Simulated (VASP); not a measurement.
# Al16O in VASP: further runs, part 2 of 2

VASP 6.6.1. Earlier steps stand in the parts before.

## 4. Single point, PBE

Input file INCAR:

```
PREC = Accurate
ENCUT = 520
EDIFF = 1E-6
ISMEAR = 0
SIGMA = 0.1
LREAL = Auto
LASPH = True
NELM = 80
ALGO = Normal
ISIF = 2
LWAVE = False
LCHARG = False
LDIPOL = True
IDIPOL = 3
DIPOL = 0.5 0.5 0.318
GGA = PE
NBANDS = 41
```

Input file KPOINTS:

```
Automatic mesh
0
Gamma
  5 4 1
```

Input file POSCAR:

```
Al16O
1.0
    5.7135165838      0.0000000000      0.0000000000
    0.0000000000      8.0801326417      0.0000000000
    0.0000000000      0.0000000000     19.7432787023
Al O
16 1
Direct
    0.2500000000      0.2500000000      0.2026005944
    0.2500000000      0.7500000000      0.2026005944
    0.7500000000      0.2500000000      0.2026005944
    0.7500000000      0.7500000000      0.2026005944
    0.0000000000      0.0000000000      0.2749482104
    0.0000000000      0.5000000000      0.2749482104
    0.5000000000      0.0000000000      0.2749482104
    0.5000000000      0.5000000000      0.2749482104
    0.2500000000      0.2500000000      0.3495466405
    0.2500000000      0.7500000000      0.3495466405
    0.7500000000      0.2500000000      0.3495466405
    0.7500000000      0.7500000000      0.3495466405
    0.0000000000      0.0000000000      0.4175232912
    0.0000000000      0.5000000000      0.4175232912
    0.5000000000      0.0000000000      0.4175232912
    0.5000000000      0.5000000000      0.4175232912
    0.0833333333      0.2500000000      0.4273396160
```

Potentials or basis: VASP PAW PBE potentials, release 64 (Al, O).

Command:

```sh
$ cat potpaw_PBE.64/Al/POTCAR potpaw_PBE.64/O/POTCAR > POTCAR
$ mpirun -np 1 vasp_std > vasp.out
```

OUTCAR:

```text
PREC = Accurate
   ENCUT = 520
   EDIFF = 1E-6
   ISMEAR = 0
   LREAL = Auto
   LASPH = True
   NELM = 80
   ISIF = 2
   GGA = PE

 ion  position               nearest neighbor table
   1  0.250  0.250  0.203-   3 2.86   3 2.86   6 2.86   7 2.86   8 2.86   5 2.86   9 2.90
   2  0.250  0.750  0.203-   4 2.86   4 2.86   6 2.86   7 2.86   8 2.86   5 2.86  10 2.90
   3  0.750  0.250  0.203-   1 2.86   1 2.86   6 2.86   7 2.86   8 2.86   5 2.86  11 2.90
   4  0.750  0.750  0.203-   2 2.86   2 2.86   6 2.86   7 2.86   8 2.86   5 2.86  12 2.90
   5  0.000  0.000  0.275-  13 2.81   7 2.86   7 2.86   4 2.86   1 2.86   2 2.86   3 2.86  11 2.88
                            12 2.88   9 2.88  10 2.88
   6  0.000  0.500  0.275-  14 2.81   8 2.86   8 2.86   4 2.86   1 2.86   2 2.86   3 2.86  11 2.88
                            12 2.88   9 2.88  10 2.88
   7  0.500  0.000  0.275-  15 2.81   5 2.86   5 2.86   4 2.86   1 2.86   2 2.86   3 2.86  11 2.88
                            12 2.88   9 2.88  10 2.88
   8  0.500  0.500  0.275-  16 2.81   6 2.86   6 2.86   4 2.86   1 2.86   2 2.86   3 2.86  11 2.88
                            12 2.88   9 2.88  10 2.88
   9  0.250  0.250  0.350-  17 1.81  14 2.81  15 2.81  16 2.81  13 2.81  11 2.86  11 2.86   8 2.88
                             5 2.88   6 2.88   7 2.88   1 2.90
[... 603 lines left out ...]
 [bands above 39 left out]

------------------------ aborting loop because EDIFF is reached ----------------------------------------

 vacuum level on the upper side and lower side of the slab       (xc-potential included)        -0.081        -0.120

  FORCE on cell =-STRESS in cart. coord.  units (eV):
  Direction    XX          YY          ZZ          XY          YZ          ZX
  --------------------------------------------------------------------------------------
  -------------------------------------------------------------------------------------
  Total      -11.2947973     -5.1181962     -1.5334554      0.0000000      0.0000000     -0.1747207
  in kB      -19.8539885     -8.9967625     -2.6955071      0.0000000      0.0000000     -0.3071239
  external PRESSURE =     -10.5154194 kB  Pullay stress =       0.0000000 kB

 VOLUME and BASIS-vectors are now :
 -----------------------------------------------------------------------------
  energy-cutoff  :      520.00
  volume of cell :      911.47
      direct lattice vectors                 reciprocal lattice vectors
     5.713516584  0.000000000  0.000000000     0.175023558  0.000000000  0.000000000
     0.000000000  8.080132642  0.000000000     0.000000000  0.123760345  0.000000000
     0.000000000  0.000000000 19.743278702     0.000000000  0.000000000  0.050650149

 POSITION                                       TOTAL-FORCE (eV/Angst)
 -----------------------------------------------------------------------------------
      1.42838      2.02003      4.00000         0.101821      0.000000      0.267179
      1.42838      6.06010      4.00000         0.089175      0.000000      0.291191
      4.28514      2.02003      4.00000        -0.108185      0.000000      0.182256
      4.28514      6.06010      4.00000        -0.000880      0.000000      0.232889
      0.00000      0.00000      5.42838        -0.056244      0.079940     -0.110936
      0.00000      4.04007      5.42838        -0.056244     -0.079940     -0.110936
[... 9 lines left out ...]
      2.85676      4.04007      8.24328         0.393365      0.362982     -0.041318
      0.47613      2.02003      8.43709        -0.974787      0.000000      0.021616
 -----------------------------------------------------------------------------------
    total drift:                                0.000219      0.000000      0.003967

  FREE ENERGIE OF THE ION-ELECTRON SYSTEM (eV)
  ---------------------------------------------------
  free  energy   TOTEN  =       -62.5963088773 eV

  energy  without entropy=      -62.5730323365  energy(sigma->0) =      -62.58467061

 vacuum level on the upper side and lower side of the slab         3.620         3.563
```

stdout:

```text
POSCAR found type information on POSCAR AlO
 POSCAR found :  2 types and      17 ions
 scaLAPACK will be used
 LDA part: xc-table for (Slater+PW92), standard interpolation
 POSCAR, INCAR and KPOINTS ok, starting setup
 FFT: planning ... GRIDC
 FFT: planning ... GRID_SOFT
 FFT: planning ... GRID
 WAVECAR not read
 entering main loop
```

It took 7.9 min on 1 thread of Intel Xeon 6975P-C (Granite Rapids), shared host; peak memory 0.81 GiB.

Results:

| Item | Value |
| --- | --- |
| Free energy | -62.5963 eV |
| Largest force | 0.975 eV/Å |
| Band gap on the k mesh | zero (bands 27 and 28 overlap by 0.54 eV) |

Forces on the atoms (eV/Å):
```
Al   0.102  0.000  0.267
Al   0.089  0.000  0.291
Al  -0.108  0.000  0.182
Al  -0.001  0.000  0.233
Al  -0.056  0.080 -0.111
Al  -0.056 -0.080 -0.111
Al  -0.042 -0.023 -0.134
Al  -0.042  0.023 -0.134
Al   0.662  0.000 -0.713
Al  -0.008  0.000  0.059
Al  -0.432  0.000 -0.215
Al  -0.080  0.000 -0.041
Al   0.080  0.536  0.244
Al   0.080 -0.536  0.244
Al   0.393 -0.363 -0.041
Al   0.393  0.363 -0.041
O   -0.975  0.000  0.022
```

Levels at points of the mesh, in eV from the Fermi level:
| k point | band 25 | band 26 | band 27 | band 28 | band 29 | band 30 |
| --- | --- | --- | --- | --- | --- | --- |
| (0.00, 0.00, 0.00) | -0.78 | -0.44 | -0.38 | -0.12 | 0.37 | 0.46 |
| (0.00, 0.50, 0.00) | -0.81 | -0.49 | -0.45 | 0.01 | 0.31 | 0.37 |

## 5. Single point, PBE

Input file INCAR:

```
  PREC = Accurate
  ENCUT = 520
  EDIFF = 1E-6
  ISMEAR = 0
  SIGMA = 0.1
  LREAL = Auto
  LASPH = True
  NELM = 60
  ALGO = Normal
  ISIF = 2
  LWAVE = False
  LCHARG = False
  LDIPOL = True
  IDIPOL = 3
  DIPOL = 0.5 0.5 0.318
  GGA = PE
  NBANDS = 41
```

Input file KPOINTS:

```
regular mesh
0
Gamma
  5 4 1
```

Changes to POSCAR since step 4:

```diff
@@ -24,2 +24,2 @@
     0.5000000000      0.5000000000      0.4175232912
-    0.0833333333      0.2500000000      0.4273396160
+    0.2500000000      0.1500000000      0.4350321446
```

Command:

```sh
$ cat potpaw_PBE.64/Al/POTCAR potpaw_PBE.64/O/POTCAR > POTCAR
$ mpirun -np 1 vasp_std > vasp.out
```

It took 8 min on 1 thread of Intel Xeon 6975P-C (Granite Rapids), shared host; peak memory 0.82 GiB.

The run converged. Its results:

- Free energy: -63.2039 eV
- Largest force: 1.192 eV/Å
- Band gap on the k mesh: zero (bands 27 and 28 overlap by 0.60 eV)

Forces in eV/Å, atoms in the order of the input:
```
Al   0.000 -0.069  0.248
Al   0.000 -0.014  0.226
Al   0.000  0.039  0.164
Al   0.000 -0.091  0.217
Al  -0.024  0.069 -0.090
Al  -0.107  0.051 -0.204
Al   0.024  0.069 -0.090
Al   0.107  0.051 -0.204
Al   0.000  0.128  0.015
Al   0.000  0.213  0.201
Al   0.000  0.003 -0.384
Al   0.000 -0.103 -0.101
Al  -0.329  0.200  0.047
Al  -0.085  0.223 -0.057
Al   0.329  0.200  0.047
Al   0.085  0.223 -0.057
O    0.000 -1.192  0.022
```

Levels at points of the mesh, in eV from the Fermi level:
| k point | band 23 | band 24 | band 25 | band 26 | band 27 | band 28 | band 29 | band 30 | band 31 | band 32 |
| --- | --- | --- | --- | --- | --- | --- | --- | --- | --- | --- |
| (0.00, 0.00, 0.00) | -1.43 | -1.18 | -0.79 | -0.57 | -0.38 | -0.17 | 0.06 | 0.46 | 0.96 | 1.33 |
| (0.00, 0.50, 0.00) | -1.07 | -0.90 | -0.80 | -0.72 | -0.60 | -0.32 | 0.30 | 0.30 | 0.74 | 0.97 |

## 6. Summary

| task | cell | atoms held along some axes (from 0) | gap on the mesh (eV) | largest force (eV/Å) |
| --- | --- | --- | --- | --- |
| relaxation of the atoms | atoms relaxed, atomic positions A | atom 16 along a and b | none | - |
| single point | as given, atomic positions B | - | none | 0.78 |
| single point | as given, atomic positions C | - | none | 0.98 |
| single point | as given, atomic positions D | - | none | 1.19 |

Alike in all rows: level PBE; potentials or basis VASP PAW PBE potentials, release 64 (Al, O); no spin polarisation; k mesh 5 × 4 × 1; cutoff (eV) 520; smearing gaussian 0.1 eV.

Total energies depend on the potentials used, so only differences within one code and one set of settings carry meaning.
